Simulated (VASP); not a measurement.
Input of a VASP 6.6.1 run:

File INCAR:

```
SYSTEM = Ba
ALGO = Normal ; EDIFF = 1E-6
ENCUT = 520 ; GGA = PS
ISIF = 2 ; ISMEAR = 1
LASPH = .TRUE. ; LCHARG = .TRUE.
LELF = .TRUE. ; LREAL = .FALSE.
LVHAR = .TRUE. ; LWAVE = .FALSE.
NBANDS = 11 ; NELM = 60
PREC = Accurate ; SIGMA = 0.1
```

KPOINTS

```
k-points
0
G
  6 6 6
  0 0 0
```

Contents of POSCAR:

```
Ba
1.0
    4.3116140000      0.0000000000      0.0000000000
   -2.1558070000      3.7339670000      0.0000000000
    0.0000000000      0.0000000000      3.9134130000
Ba
1
Direct
    0.0000000000      0.0000000000      0.0000000000
```

Potentials or basis: VASP PAW PBE potentials, release 64 (Ba_sv).

Run with:

```console
$ cat potpaw_PBE.64/Ba_sv/POTCAR > POTCAR
$ mpirun -np 1 vasp_std > vasp.out
```

Estimate the band gap on the k mesh.

zero (band 5 reaches 1.91 eV, above the bottom of band 6 at 1.44 eV).

Predict the pressure.

-0.8 GPa.

Stress tensor (GPa, compression positive):
```
-1.10  0.00  0.00
 0.00 -1.10  0.00
 0.00  0.00 -0.11
```

Caveat: the PAW data sets were made with another functional, which shifts forces and pressure a little; spin-orbit coupling is left out, which moves the levels of the heavy elements.
